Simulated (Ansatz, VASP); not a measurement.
# SiC: VASP beside Ansatz

```
CELL_PARAMETERS angstrom
-0.10394 2.12329 2.12329
2.12329 -0.10394 2.12329
2.12329 2.12329 -0.10394
ATOMIC_POSITIONS crystal
Si 0.00000 0.00000 0.00000
C 0.75000 0.75000 0.75000
```

Alike in both runs: task single point; functional r2SCAN; k mesh 12 × 12 × 12; occupations gaussian, width 0.05 eV; no spin polarisation.

```csv
,VASP,Ansatz
version,VASP 6.6.1,Ansatz 0.2.0
potentials or method,"VASP PAW PBE potentials, release 64 (Si, C), cutoff 520 eV","scalar-relativistic, plane waves, PAW"
valence electrons in the cell,8,8
```

|  | VASP | Ansatz | Ansatz less VASP |
| --- | --- | --- | --- |
| gap on the k mesh at the Fermi level (eV) | 1.41 | 1.40 | -0.008 |
| least direct gap on the mesh (eV) | 4.53 | 4.52 | -0.011 |
| pressure (GPa) | 2.9 | 3.1 | +0.19 |
| traceless stress, the component that is largest in VASP (GPa) | 14.78 | 14.74 | -0.044 |
| rms of the force components (eV/Å) | 0.555 | 0.559 | +0.0045 |

VASP's potentials were made for PBE, not for r2SCAN. Atom by atom the forces differ by 0.004 eV/Å (rms over components).
